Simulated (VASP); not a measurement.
Write the native input for VASP 6.6.1 that does the following.

```yaml
Task: single point
Functional: LDA
Potentials_or_basis: VASP PAW LDA potentials, release 64 (Rb_sv, Na_pv)
Cutoff: 520 eV
k_mesh: 3 × 3 × 3
Occupations: methfessel-paxton, width 0.1 eV
Spin: no spin polarisation
Dipole_correction: no
Further_INCAR_settings: ALGO = Normal; EDIFF = 1e-06; NBANDS = 25
```

The structure of Rb3Na lies in POSCAR:

```
Rb3Na
1.0
    0.0000000000      5.3358184700      5.3358184700
    5.3358184700      0.0000000000      5.3358184700
    5.3358184700      5.3358184700      0.0000000000
Rb Na
3 1
Direct
    0.2500000005      0.2500000005      0.2500000005
    0.7500000005      0.7500000005      0.7500000005
    0.5000000000      0.5000000000      0.5000000000
    0.0000000000      0.0000000000      0.0000000000
```

One way to write it, as run:

INCAR

```
ALGO = Normal
EDIFF = 1E-6
ENCUT = 520
ISIF = 2
ISMEAR = 1
LASPH = True
LCHARG = False
LREAL = False
LWAVE = False
NBANDS = 25
NELM = 60
PREC = Accurate
SIGMA = 0.1
```

KPOINTS

```
k-points
0
Gamma
  3 3 3
```

Potentials or basis: VASP PAW LDA potentials, release 64 (Rb_sv, Na_pv).

Launch:

```bash
$ cat potpaw_LDA.64/Rb_sv/POTCAR potpaw_LDA.64/Na_pv/POTCAR > POTCAR
$ mpirun -np 1 vasp_std > vasp.out
```

It gave:

The pressure is -0.5 GPa. The band gap on the k mesh is zero (band 17 reaches 1.05 eV, above the bottom of band 18 at -0.46 eV).

Run time: 14 s on 1 thread of Intel(R) Xeon(R) 6975P-C (Granite Rapids), with other jobs on the host, peak memory 0.31 GiB.
